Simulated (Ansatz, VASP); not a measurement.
## K in VASP and in Ansatz

The input POSCAR:

```
K
1.0
    4.2324024379      0.0000000000      0.0000000000
    0.0000000000      4.2324024379      0.0000000000
    0.0000000000      0.0000000000      4.2324024379
K
1
Direct
    0.0000000000      0.0000000000      0.0000000000
```

INCAR.step1

```
ALGO = Normal
EDIFF = 1E-4
ENCUT = 520
GGA = PE
ISMEAR = 0
LASPH = True
LCHARG = False
LREAL = False
LWAVE = True
NBANDS = 10
NELM = 100
PREC = Accurate
SIGMA = 0.15
```

Contents of INCAR.step2:

```
ALGO = Normal
EDIFF = 1E-6
ENCUT = 520
ISIF = 2
ISMEAR = 0
ISTART = 1
LASPH = True
LCHARG = True
LELF = True
LMIXTAU = True
LREAL = False
LVHAR = True
LWAVE = False
METAGGA = R2SCAN
NBANDS = 10
NELM = 100
PREC = Accurate
SIGMA = 0.15
```

The input KPOINTS:

```
k-points
0
Gamma
  12 12 12
```

Input for Ansatz:

```yaml
crystal:
  lattice:
    - [4.2324024379, 0.0, 0.0]
    - [0.0, 4.2324024379, 0.0]
    - [0.0, 0.0, 4.2324024379]
  atoms:
    - { symbol: K, position: [0.0, 0.0, 0.0] }
basis:
  ecutwfc: 500
kpoints:
  mp_grid: { grid: [12, 12, 12] }
hamiltonian:
  xc: r2scan
scf:
  occupations: { method: gaussian, width: 0.15 }
output:
  forces: true
  stress: true
  eigenvalues: true
```

Alike in both runs: task single point; functional r2SCAN; k mesh 12 × 12 × 12; occupations gaussian, width 0.15 eV; no spin polarisation.

```csv
,VASP,Ansatz
version,VASP 6.6.1,Ansatz 0.2.0
potentials or method,"VASP PAW PBE potentials, release 64 (K_sv), cutoff 520 eV","scalar-relativistic, plane waves, PAW"
valence electrons in the cell,9,9
```

|  | VASP | Ansatz | Ansatz less VASP |
| --- | --- | --- | --- |
| gap on the k mesh at the Fermi level (eV) | none | none | - |
| pressure (GPa) | 0.1 | 0.1 | +0.02 |

VASP's potentials were made for PBE, not for r2SCAN. A gap of «none» marks a metal or a gap that the smearing closes.
